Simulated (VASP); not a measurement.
# As (R-3m) in VASP: single point with RPBE

Aim: the single point of As with RPBE.

Program: VASP 6.6.1. These are calculated values, not measurements. Logs are shortened: lines on timing, memory, paths and dates and some standing lists are left out, and cuts for length are marked.

## (1) The cell of the first run

It takes space group R-3m (No. 166, trigonal). The conventional cell has a = 3.647 Å, b = 3.647 Å, c = 20.776 Å, α = 90.00°, β = 90.00°, γ = 120.00°. Within 3.3 Å of As (site symmetry 3m) lie 3 As at 2.52 Å.

## (2) Single point, RPBE

INCAR reads:

```
ALGO = Normal ; EDIFF = 1E-6
ENCUT = 520 ; GGA = RP
ISIF = 2 ; ISMEAR = -1
LASPH = T ; LCHARG = T
LELF = T ; LREAL = F
LVHAR = T ; LWAVE = F
NBANDS = 12 ; NELM = 80
PREC = Accurate ; SIGMA = 0.1
```

KPOINTS reads:

```
k-points
0
Gamma
  10 10 10
```

POSCAR reads:

```
As
1.0
    1.8236403154      1.0528792270      6.9252809082
   -1.8236403154      1.0528792270      6.9252809082
    0.0000000000     -2.1057584540      6.9252809082
As
2
Direct
    0.7999022461      0.7999022461      0.7999022461
    0.2000977539      0.2000977539      0.2000977539
```

Potentials or basis: VASP PAW PBE potentials, release 64 (As).

The run is started by

```bash
$ cat potpaw_PBE.64/As/POTCAR > POTCAR
$ mpirun -np 1 vasp_std > vasp.out
```

OUTCAR:

```text
EDIFF = 1E-6
   ENCUT = 520
   GGA = RP
   ISIF = 2
   ISMEAR = -1
   LASPH = T
   LREAL = F
   NELM = 80
   PREC = Accurate

 ion  position               nearest neighbor table
   1  0.800  0.800  0.800-   2 2.52   2 2.52   2 2.52
   2  0.200  0.200  0.200-   1 2.52   1 2.52   1 2.52

  LATTYP: Found a trigonal (rhomboedric) cell.
 ALAT       =     7.2383516303
 COS(alpha) =     0.8730510798

  Lattice vectors:

 A1 = (   1.8236403154,   1.0528792270,   6.9252809082)
 A2 = (  -1.8236403154,   1.0528792270,   6.9252809082)
 A3 = (   0.0000000000,  -2.1057584540,   6.9252809082)

Analysis of symmetry for initial positions (statically):
=====================================================================
 Subroutine PRICEL returns:
 Original cell was already a primitive cell.

 Routine SETGRP: Setting up the symmetry group for a
 trigonal (rhombohedral) supercell.

 Subroutine GETGRP returns: Found 12 space group operations
 (whereof 12 operations were pure point group operations)
 out of a pool of 12 trial point group operations.

The static configuration has the point symmetry D_3d.

Analysis of symmetry for dynamics (positions and initial velocities):
=====================================================================
 Subroutine PRICEL returns:
 Original cell was already a primitive cell.

 Routine SETGRP: Setting up the symmetry group for a
 trigonal (rhombohedral) supercell.

 Subroutine GETGRP returns: Found 12 space group operations
 (whereof 12 operations were pure point group operations)
 out of a pool of 12 trial point group operations.

The dynamic configuration has the point symmetry D_3d.

 Subroutine INISYM returns: Found 12 space group operations
 (whereof 12 operations are pure point group operations),
 and found     1 'primitive' translations

----------------------------------------------------------------------------------------

                                     Primitive cell

  volume of cell :      79.7823

  direct lattice vectors                    reciprocal lattice vectors
     1.823640315  1.052879227  6.925280908     0.274176873  0.158296092  0.048132825
    -1.823640315  1.052879227  6.925280908    -0.274176873  0.158296092  0.048132825
     0.000000000 -2.105758454  6.925280908     0.000000000 -0.316592183  0.048132825

  length of vectors
[... 89 lines left out ...]
   ISYM   =      2    0-nonsym 1-usesym 2-fastsym
   POTIM  = 0.5000    time-step for ionic-motion
   TEBEG  =    0.0;   TEEND  =   0.0 temperature during run
   PSTRESS=    0.0 pullay stress
   NELECT =      10.0000    total number of electrons
   NUPDOWN=      -1.0000    fix difference up-down
   EMIN   =  10.00;   EMAX   =-10.00  energy-range for DOS
   EFERMI =   0.00;   METHOD = LEGACY
   ISMEAR =    -1;   SIGMA  =   0.10  broadening in eV -4-tet -1-fermi 0-gaus
   EFERMI_NEDOS =   21; number of points for ismear=-14 and -15
   IALGO  =     38    algorithm
   IMIX   =      4    mixing-type and parameters
     AMIX     =   0.40;   BMIX     =  1.00
     AMIX_MAG =   1.60;   BMIX_MAG =  1.00
  volume/ion in A,a.u.               =      39.89       269.20
  Fermi-wavevector in a.u.,A,eV,Ry     =   0.819293  1.548240  9.132794  0.671241
  Thomas-Fermi vector in A             =   1.930072
   LORBIT       =      0    0 simple, 1 ext, 2 COOP (PROOUT), +10 PAW based schemes
   GGA     = RP    functional components
   LHFCALC =     F    Hartree Fock is set to
   AEXX    =    0.0000 exact exchange contribution
   IVDW    =     0    specifies the selected vdW correction
   LEPSILON=     F    determine dielectric tensor
   LRPA    =     F    only Hartree local field effects (RPA)
 non-spin polarized calculation
  energy-cutoff  :      520.00
  volume of cell :       79.78
 maximum number of plane-waves:      2167
 NGX is ok and might be reduce to    54
   NGX = 27   NGY = 27   NGZ = 27

 number of electron      10.0000000 magnetization

 Free energy of the ion-electron system (eV)
  ---------------------------------------------------
  ext. energy  EPLUGINS =         0.00000000
  ---------------------------------------------------
  free energy    TOTEN  =        -8.78164243 eV

  energy without entropy =       -8.78159008  energy(sigma->0) =       -8.78161626

 E-fermi :   0.7905     XC(G=0):  -6.5608

 val. band max:       -0.0680594764   @ k =   0.5000   0.5000   0.5000
 cond. band min:       1.5879320921   @ k =   0.3000   0.0000   0.0000
 fundamental gap:      1.6559915685
 Fermi energy:         0.7905307649

 k-point     1 :       0.0000    0.0000    0.0000
  band No.  band energies     occupation
      1     -13.2509      2.00000
      2      -7.0252      2.00000
      3      -0.5780      2.00000
      4      -0.0685      1.99963
      5      -0.0685      1.99963
      6       1.9641      0.00002
      7       3.4259      0.00000
      8       3.4259      0.00000
      9       6.0273      0.00000
     10       8.8572      0.00000
     11       9.4009      0.00000
     12       9.9901      0.00000
[... 331 lines left out ...]
 k-point    24 :       0.4000    0.3000   -0.0000
  band No.  band energies     occupation
      1     -11.6838      2.00000
      2      -8.0548      2.00000
      3      -3.3953      2.00000
      4      -2.2067      2.00000
      5      -0.7332      2.00000
      6       2.3569      0.00000
      7       3.9076      0.00000
      8       4.0971      0.00000
      9       6.8403      0.00000
     10       7.8513      0.00000
     11       9.6800      0.00000
     12      10.5380      0.00000

 [... further k-points ...]

------------------------ aborting loop because EDIFF is reached ----------------------------------------

  FORCE on cell =-STRESS in cart. coord.  units (eV):
  Direction    XX          YY          ZZ          XY          YZ          ZX
  --------------------------------------------------------------------------------------
  -------------------------------------------------------------------------------------
  Total        0.0554668      0.0554668      0.1167094      0.0000000     -0.0000000      0.0000000
  in kB        1.1138779      1.1138779      2.3437430      0.0000000     -0.0000000      0.0000000
  external PRESSURE =       1.5238329 kB  Pullay stress =       0.0000000 kB

 VOLUME and BASIS-vectors are now :
 -----------------------------------------------------------------------------
  energy-cutoff  :      520.00
  volume of cell :       79.78
      direct lattice vectors                 reciprocal lattice vectors
     1.823640315  1.052879227  6.925280908     0.274176873  0.158296092  0.048132825
    -1.823640315  1.052879227  6.925280908    -0.274176873  0.158296092  0.048132825
     0.000000000 -2.105758454  6.925280908     0.000000000 -0.316592183  0.048132825

 POSITION                                       TOTAL-FORCE (eV/Angst)
 -----------------------------------------------------------------------------------
      0.00000      0.00000     16.61864         0.000000      0.000000     -0.073205
      0.00000      0.00000      4.15720         0.000000      0.000000      0.073205
 -----------------------------------------------------------------------------------
    total drift:                               -0.000000     -0.000000     -0.000000

  FREE ENERGIE OF THE ION-ELECTRON SYSTEM (eV)
  ---------------------------------------------------
  free  energy   TOTEN  =        -8.7816424272 eV

  energy  without entropy=       -8.7815900829  energy(sigma->0) =       -8.78161626
```

stdout:

```text
POSCAR found type information on POSCAR As
 POSCAR found :  1 types and       2 ions
 scaLAPACK will be used
 -----------------------------------------------------------------------------
|                                                                             |
|                                                                             |
|     You enforced a specific xc type in the INCAR file but a different       |
|     I HOPE YOU KNOW WHAT YOU ARE DOING!                                     |
|                                                                             |
 -----------------------------------------------------------------------------

 LDA part: xc-table for (Slater+PW92), standard interpolation
 POSCAR, INCAR and KPOINTS ok, starting setup
 FFT: planning ... GRIDC
 FFT: planning ... GRID_SOFT
 FFT: planning ... GRID
 WAVECAR not read
 entering main loop
```

Run time: 3.7 min. Hardware: 1 thread of Intel Xeon Platinum 8488C (Sapphire Rapids), shared host; peak memory 0.42 GiB.

Results:

```
Free energy            : -8.7816 eV
Pressure               : 0.2 GPa
Largest force          : 0.073 eV/Å
Band gap on the k mesh : 1.66 eV, indirect (least direct gap 1.79 eV)
```

Forces in eV/Å, atoms in the order of the input:
```
As   0.000  0.000 -0.073
As   0.000  0.000  0.073
```

Stress tensor (GPa, compression positive):
```
0.11 0.00 0.00
0.00 0.11 0.00
0.00 0.00 0.23
```

Levels at points of the mesh, in eV from the valence-band top:
```tsv
k point	band 2	band 3	band 4	band 5	band 6	band 7	band 8	band 9
(0.00, 0.00, 0.00)	-6.96	-0.51	0.00	0.00	2.03	3.49	3.49	6.10
(0.50, 0.00, 0.00)	-8.94	-3.20	-1.80	-1.36	2.02	3.20	4.54	6.35
(0.50, 0.50, 0.00)	-8.94	-3.21	-1.80	-1.42	2.12	3.48	4.57	6.59
(0.50, 0.50, 0.50)	-6.99	-0.14	0.00	0.00	1.79	3.49	3.49	5.18
```

Caveat: the PAW data sets were made with another functional, which shifts forces and pressure a little. A k mesh can miss the band edges.
